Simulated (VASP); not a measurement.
# ZrB6 (P6/mmm) in VASP: notebook

The runs below take ZrB6 through single point, relaxation of cell and atoms, with PBE.

Program: VASP 6.6.1. These are calculated values, not measurements. Logs are shortened: lines on timing, memory, paths and dates and some standing lists are left out, and cuts for length are marked.

### 1 The cell of the first run

The structure is hexagonal, space group P6/mmm (No. 191). Conventional cell: a = 5.520 Å, b = 5.520 Å, c = 3.115 Å, α = 90.00°, β = 90.00°, γ = 120.00°. Within 2.9 Å of Zr (site symmetry 6/mmm) lie 6 B at 2.19 Å. Within 2.3 Å of B (site symmetry mm2) lie 4 B at 1.72 to 2.19 Å and 1 Zr at 2.19 Å.

### 2 Single point, PBE

INCAR

```
SYSTEM = ZrB6
PREC = Accurate
ENCUT = 500
EDIFF = 1E-6
ISMEAR = 0
SIGMA = 0.1
LREAL = .False.
LASPH = .True.
NELM = 120
ALGO = Normal
ISIF = 2
LWAVE = .False.
LCHARG = .False.
GGA = PE
NBANDS = 24
GGA_COMPAT = .False.
```

KPOINTS

```
regular mesh
0
Gamma
  9 9 12
  0 0 0
```

POSCAR

```
ZrB6
1.0
    5.5203055263      0.0000000000      0.0000000000
   -2.7601527631      4.7807248224      0.0000000000
    0.0000000000      0.0000000000      3.1148572961
Zr B
1 6
Direct
    0.0000000000      0.0000000000      0.0000000000
    0.2291752666      0.4583505332      0.0000000000
    0.5416494668      0.7708247334      0.0000000000
    0.2291752666      0.7708247334      0.0000000000
    0.7708247334      0.5416494668      0.0000000000
    0.4583505332      0.2291752666      0.0000000000
    0.7708247334      0.2291752666      0.0000000000
```

Potentials or basis: VASP PAW PBE potentials, release 64 (Zr_sv, B).

Command:

```
> cat potpaw_PBE.64/Zr_sv/POTCAR potpaw_PBE.64/B/POTCAR > POTCAR
> mpirun -np 1 vasp_std > vasp.out
```

OUTCAR:

```text
SYSTEM = ZrB6
   PREC = Accurate
   ENCUT = 500
   EDIFF = 1E-6
   ISMEAR = 0
   LREAL = .False.
   LASPH = .True.
   NELM = 120
   ISIF = 2
   GGA = PE

 ion  position               nearest neighbor table
   1  0.000  0.000  0.000-   4 2.19   7 2.19   5 2.19   2 2.19   6 2.19   3 2.19
   2  0.229  0.458  0.000-   4 1.72   3 1.72   1 2.19
   3  0.542  0.771  0.000-   4 1.72   2 1.72   1 2.19
   4  0.229  0.771  0.000-   2 1.72   3 1.72   1 2.19
   5  0.771  0.542  0.000-   7 1.72   6 1.72   1 2.19
   6  0.458  0.229  0.000-   7 1.72   5 1.72   1 2.19
   7  0.771  0.229  0.000-   5 1.72   6 1.72   1 2.19

  LATTYP: Found a hexagonal cell.
 ALAT       =     5.5203055263
 C/A-ratio  =     0.5642545111

  Lattice vectors:

 A1 = (   5.5203055263,   0.0000000000,   0.0000000000)
 A2 = (  -2.7601527631,   4.7807248224,   0.0000000000)
 A3 = (   0.0000000000,   0.0000000000,   3.1148572961)

Analysis of symmetry for initial positions (statically):
=====================================================================
 Subroutine PRICEL returns:
 Original cell was already a primitive cell.

 Routine SETGRP: Setting up the symmetry group for a
 hexagonal supercell.

 Subroutine GETGRP returns: Found 24 space group operations
 (whereof 24 operations were pure point group operations)
 out of a pool of 24 trial point group operations.

The static configuration has the point symmetry D_6h.

Analysis of symmetry for dynamics (positions and initial velocities):
=====================================================================
 Subroutine PRICEL returns:
 Original cell was already a primitive cell.

 Routine SETGRP: Setting up the symmetry group for a
 hexagonal supercell.

 Subroutine GETGRP returns: Found 24 space group operations
 (whereof 24 operations were pure point group operations)
 out of a pool of 24 trial point group operations.

The dynamic configuration has the point symmetry D_6h.

 Subroutine INISYM returns: Found 24 space group operations
 (whereof 24 operations are pure point group operations),
 and found     1 'primitive' translations

----------------------------------------------------------------------------------------

                                     Primitive cell

  volume of cell :      82.2044

  direct lattice vectors                    reciprocal lattice vectors
     5.520305526  0.000000000  0.000000000     0.181149394  0.104586651  0.000000000
    -2.760152763  4.780724822  0.000000000     0.000000000  0.209173303  0.000000000
     0.000000000  0.000000000  3.114857296     0.000000000  0.000000000  0.321041995

  length of vectors
     5.520305526  5.520305526  3.114857296     0.209173303  0.209173303  0.321041995

  position of ions in fractional coordinates (direct lattice)
     0.000000000  0.000000000  0.000000000
     0.229175267  0.458350533  0.000000000
     0.541649467  0.770824733  0.000000000
     0.229175267  0.770824733  0.000000000
     0.770824733  0.541649467  0.000000000
     0.458350533  0.229175267  0.000000000
     0.770824733  0.229175267  0.000000000

  ion indices of the primitive-cell ions
   primitive index   ion index
                 1           1
                 2           2
                 3           3
                 4           4
                 5           5
                 6           6
                 7           7

----------------------------------------------------------------------------------------

 KPOINTS: regular mesh

Automatic generation of k-mesh.
 Grid dimensions read from file:
 generate k-points for:    9    9   12

 Generating k-lattice:

  Cartesian coordinates                     Fractional coordinates (reciprocal lattice)
     0.020127710  0.011620739  0.000000000     0.111111111  0.000000000  0.000000000
     0.000000000  0.023241478  0.000000000     0.000000000  0.111111111  0.000000000
     0.000000000  0.000000000  0.026753500     0.000000000  0.000000000  0.083333333

  Length of vectors
     0.023241478  0.023241478  0.026753500

  Shift w.r.t. Gamma in fractional coordinates (k-lattice)
     0.000000000  0.000000000  0.000000000

 Subroutine IBZKPT returns following result:
 ===========================================

 Found     84 irreducible k-points:

 Following reciprocal coordinates:
            Coordinates               Weight
  0.000000  0.000000  0.000000      1.000000
  0.111111  0.000000  0.000000      6.000000
  0.222222  0.000000  0.000000      6.000000
  0.333333  0.000000  0.000000      6.000000
  0.444444  0.000000  0.000000      6.000000
  0.111111  0.111111  0.000000      6.000000
[... 16 lines left out ...]
  0.333333  0.222222  0.083333     24.000000
  0.333333  0.333333  0.083333      4.000000
 [... further k-points ...]
   k-points           NKPTS =     84   k-points in BZ     NKDIM =     84   number of bands    NBANDS=     24
   number of dos      NEDOS =    301   number of ions     NIONS =      7
   total plane-waves  NPLWV =  38400
   dimension x,y,z NGX =    40 NGY =   40 NGZ =   24
   dimension x,y,z NGXF=    80 NGYF=   80 NGZF=   48
   ions per type =               1   6
   NGX,Y,Z   is equivalent  to a cutoff of  12.05, 12.05, 12.81 a.u.
   NGXF,Y,Z  is equivalent  to a cutoff of  24.09, 24.09, 25.62 a.u.
 SYSTEM =  ZrB6
   PREC   = accura    normal or accurate (medium, high low for compatibility)
   ISTART =      0    job   : 0-new  1-cont  2-samecut
   ICHARG =      2    charge: 1-file 2-atom 10-const
   ISPIN  =      1    spin polarized calculation?
   LNONCOLLINEAR =      F non collinear calculations
   LSORBIT =      F    spin-orbit coupling
   LASPH  =      T    aspherical Exc in radial PAW
   ENCUT  =  500.0 eV  36.75 Ry    6.06 a.u.  10.06 10.06  5.68*2*pi/ulx,y,z
   NELM   =    120;   NELMIN=  2; NELMDL= -5     # of ELM steps
   EDIFF  = 0.1E-05   stopping-criterion for ELM
   LREAL  =      F    real-space projection
   EDIFFG = 0.1E-04   stopping-criterion for IOM
   NSW    =      0    number of steps for IOM
   IBRION =     -1    ionic relax: 0-MD 1-quasi-New 2-CG
   NFREE  =      0    steps in history (QN), initial steepest desc. (CG)
   ISIF   =      2    stress and relaxation
   ISYM   =      2    0-nonsym 1-usesym 2-fastsym
   POTIM  = 0.5000    time-step for ionic-motion
   TEBEG  =    0.0;   TEEND  =   0.0 temperature during run
   PSTRESS=    0.0 pullay stress
   NELECT =      30.0000    total number of electrons
   NUPDOWN=      -1.0000    fix difference up-down
   EMIN   =  10.00;   EMAX   =-10.00  energy-range for DOS
   EFERMI =   0.00;   METHOD = LEGACY
   ISMEAR =     0;   SIGMA  =   0.10  broadening in eV -4-tet -1-fermi 0-gaus
   EFERMI_NEDOS =   21; number of points for ismear=-14 and -15
   IALGO  =     38    algorithm
   IMIX   =      4    mixing-type and parameters
     AMIX     =   0.40;   BMIX     =  1.00
     AMIX_MAG =   1.60;   BMIX_MAG =  1.00
  volume/ion in A,a.u.               =      11.74        79.25
  Fermi-wavevector in a.u.,A,eV,Ry     =   1.169904  2.210798 18.621960  1.368675
  Thomas-Fermi vector in A             =   2.306370
   LORBIT       =      0    0 simple, 1 ext, 2 COOP (PROOUT), +10 PAW based schemes
   GGA     = PE    functional components
   LHFCALC =     F    Hartree Fock is set to
   AEXX    =    0.0000 exact exchange contribution
   IVDW    =     0    specifies the selected vdW correction
   LEPSILON=     F    determine dielectric tensor
   LRPA    =     F    only Hartree local field effects (RPA)
 non-spin polarized calculation
 Gauss-broadening in eV      SIGMA  =   0.10
  energy-cutoff  :      500.00
  volume of cell :       82.20
 maximum number of plane-waves:      2112
   NGX = 21   NGY = 21   NGZ = 11

 number of electron      29.9999999 magnetization

 Free energy of the ion-electron system (eV)
  ---------------------------------------------------
  ext. energy  EPLUGINS =         0.00000000
  ---------------------------------------------------
  free energy    TOTEN  =       -39.16803277 eV

  energy without entropy =      -39.15551544  energy(sigma->0) =      -39.16177411

 E-fermi :   4.9281     XC(G=0): -10.5394

 val. band max:        4.9279492574   @ k =   0.3333   0.1111   0.0833
 cond. band min:       4.9481745154   @ k =   0.2222   0.2222   0.0833
 fundamental gap:      0.0202252579
 Fermi energy:         4.9280500773

 k-point     1 :       0.0000    0.0000    0.0000
  band No.  band energies     occupation
      1     -42.4811      2.00000
      2     -20.9760      2.00000
      3     -20.9760      2.00000
      4     -20.2797      2.00000
      5      -7.7857      2.00000
      6      -5.0871      2.00000
[... 16 lines left out ...]
     23      10.4258      0.00000
     24      10.4258      0.00000

 k-point     2 :       0.1111    0.0000    0.0000
  band No.  band energies     occupation
      1     -42.4811      2.00000
      2     -20.9768      2.00000
      3     -20.9762      2.00000
      4     -20.2796      2.00000
      5      -7.7266      2.00000
      6      -5.2494      2.00000
[... 16 lines left out ...]
     23      10.5272      0.00000
     24      10.6795      0.00000

 k-point     3 :       0.2222    0.0000    0.0000
  band No.  band energies     occupation
      1     -42.4811      2.00000
      2     -20.9789      2.00000
      3     -20.9769      2.00000
      4     -20.2796      2.00000
      5      -7.5557      2.00000
      6      -5.6084      2.00000
[... 16 lines left out ...]
     23      10.7989      0.00000
     24      11.2645      0.00000
[... 514 lines left out ...]
 k-point    23 :       0.3333    0.2222    0.0833
  band No.  band energies     occupation
      1     -42.4766      2.00000
      2     -20.9764      2.00000
      3     -20.9741      2.00000
      4     -20.3264      2.00000
      5      -6.8312      2.00000
      6      -6.3887      2.00000
[... 16 lines left out ...]
     23      11.5793      0.00000
     24      12.1753      0.00000

 k-point    24 :       0.3333    0.3333    0.0833
  band No.  band energies     occupation
      1     -42.4766      2.00000
      2     -20.9755      2.00000
      3     -20.9755      2.00000
      4     -20.3264      2.00000
      5      -6.6020      2.00000
      6      -6.6020      2.00000
[... 16 lines left out ...]
     23      11.9416      0.00000
     24      11.9416      0.00000

 [... further k-points ...]

------------------------ aborting loop because EDIFF is reached ----------------------------------------

  FORCE on cell =-STRESS in cart. coord.  units (eV):
  Direction    XX          YY          ZZ          XY          YZ          ZX
  --------------------------------------------------------------------------------------
  -------------------------------------------------------------------------------------
  Total        0.0177072      0.0177072     -0.0311432      0.0000000     -0.0000000     -0.0000000
  in kB        0.3451166      0.3451166     -0.6069863      0.0000000     -0.0000000     -0.0000000
  external PRESSURE =       0.0277490 kB  Pullay stress =       0.0000000 kB

 VOLUME and BASIS-vectors are now :
 -----------------------------------------------------------------------------
  energy-cutoff  :      500.00
  volume of cell :       82.20
      direct lattice vectors                 reciprocal lattice vectors
     5.520305526  0.000000000  0.000000000     0.181149394  0.104586651  0.000000000
    -2.760152763  4.780724822  0.000000000     0.000000000  0.209173303  0.000000000
     0.000000000  0.000000000  3.114857296     0.000000000  0.000000000  0.321041995

 POSITION                                       TOTAL-FORCE (eV/Angst)
 -----------------------------------------------------------------------------------
      0.00000      0.00000      0.00000         0.000000      0.000000     -0.000000
      0.00000      2.19125      0.00000        -0.000000     -0.003906     -0.000000
      0.86248      3.68510      0.00000         0.003383      0.001953     -0.000000
     -0.86248      3.68510      0.00000        -0.003383      0.001953     -0.000000
      2.76015      2.58948      0.00000         0.000000      0.003906      0.000000
      1.89768      1.09562      0.00000        -0.003383     -0.001953     -0.000000
      3.62263      1.09562      0.00000         0.003383     -0.001953      0.000000
 -----------------------------------------------------------------------------------
    total drift:                                0.000000      0.000000     -0.000000

  FREE ENERGIE OF THE ION-ELECTRON SYSTEM (eV)
  ---------------------------------------------------
  free  energy   TOTEN  =       -39.1680327733 eV

  energy  without entropy=      -39.1555154373  energy(sigma->0) =      -39.16177411
```

Run time: 98 s. Hardware: 1 thread of Intel Xeon 6975P-C (Granite Rapids), shared host; peak memory 0.27 GiB.

Results:

```
Free energy            : -39.1680 eV
Pressure               : 0.0 GPa
Largest force          : 0.004 eV/Å
Band gap on the k mesh : zero (band 15 reaches 5.59 eV, above the bottom of band 16 at 3.96 eV)
```

Forces in eV/Å, atoms in the order of the input:
```
Zr   0.000  0.000  0.000
B    0.000 -0.004  0.000
B    0.003  0.002  0.000
B   -0.003  0.002  0.000
B    0.000  0.004  0.000
B   -0.003 -0.002  0.000
B    0.003 -0.002  0.000
```

Stress tensor (GPa, compression positive):
```
 0.03  0.00  0.00
 0.00  0.03  0.00
 0.00  0.00 -0.06
```

### 3 Relaxation of cell and atoms, PBE

This run uses another cell than the first one, of 11.84 Å³/atom, 1.008 times its volume.

INCAR

```
PREC = Accurate
ENCUT = 500
EDIFF = 1E-7
ISMEAR = 0
SIGMA = 0.1
LREAL = F
LASPH = T
NELM = 120
ALGO = Normal
ISIF = 3
LWAVE = F
LCHARG = F
GGA = PE
IBRION = 2
NSW = 90
EDIFFG = -0.04
GGA_COMPAT = F
NELMIN = 4
```

KPOINTS

```
Automatic mesh
0
Gamma
  6 6 6
```

POSCAR

```
ZrB6
1.0
    5.5185235817      0.0000000000      0.0000000000
   -2.7592617908      4.7791816131      0.0000000000
    0.0000000000      0.0000000000      3.1414502459
Zr B
1 6
Direct
    0.0000000000      0.0000000000      0.0000000000
    0.2290159935      0.4580319869      0.0000000000
    0.5419680131      0.7709840065      0.0000000000
    0.2290159935      0.7709840065      0.0000000000
    0.7709840065      0.5419680131      0.0000000000
    0.4580319869      0.2290159935      0.0000000000
    0.7709840065      0.2290159935      0.0000000000
```

Potentials or basis: VASP PAW PBE potentials, release 64 (Zr_sv, B).

Command:

```
> cat potpaw_PBE.64/Zr_sv/POTCAR potpaw_PBE.64/B/POTCAR > POTCAR
> mpirun -np 1 vasp_std > vasp.out
```

It took 30 s on 1 thread of Intel Xeon 6975P-C (Granite Rapids), shared host; peak memory 0.2 GiB.

It converged, with:

* Free energy: -39.1955 eV
* Pressure after relaxing: 0.0 GPa
* Largest force after relaxing: 0.027 eV/Å
* Band gap on the k mesh: zero (band 15 reaches 5.51 eV, above the bottom of band 16 at 3.85 eV)

Forces in eV/Å, atoms in the order of the input:
```
Zr   0.000  0.000  0.000
B    0.000 -0.027  0.000
B    0.023  0.013  0.000
B   -0.023  0.013  0.000
B    0.000  0.027  0.000
B   -0.023 -0.013  0.000
B    0.023 -0.013  0.000
```

Stress tensor (GPa, compression positive):
```
 0.10  0.00  0.00
 0.00  0.10  0.00
 0.00  0.00 -0.18
```

Final structure:
```
Zr B
1.0
     5.51852    0.00000    0.00000
    -2.75926    4.77918    0.00000
     0.00000    0.00000    3.14145
Zr B
1 6
Direct
  0.00000 0.00000 0.00000
  0.22902 0.45803 0.00000
  0.54197 0.77098 0.00000
  0.22902 0.77098 0.00000
  0.77098 0.54197 0.00000
  0.45803 0.22902 0.00000
  0.77098 0.22902 0.00000
```

Levels at points of the mesh, in eV from the Fermi level:
```csv
k point,band 12,band 13,band 14,band 15,band 16,band 17,band 18,band 19
"(0.00, 0.00, 0.00)",-0.79,-0.64,0.28,0.28,1.86,2.05,2.05,2.09
"(0.50, 0.00, 0.00)",-2.03,-0.67,-0.60,-0.37,0.64,0.96,1.79,1.83
"(0.00, 0.00, 0.50)",-2.77,-1.69,-1.66,-1.66,0.67,0.67,1.23,1.23
"(0.50, 0.00, 0.50)",-3.41,-3.38,-2.13,-1.12,-0.21,0.20,1.79,2.02
```

Caveat: the relaxation stopped at its first step, so nothing moved.

[end of part 1 of 2]
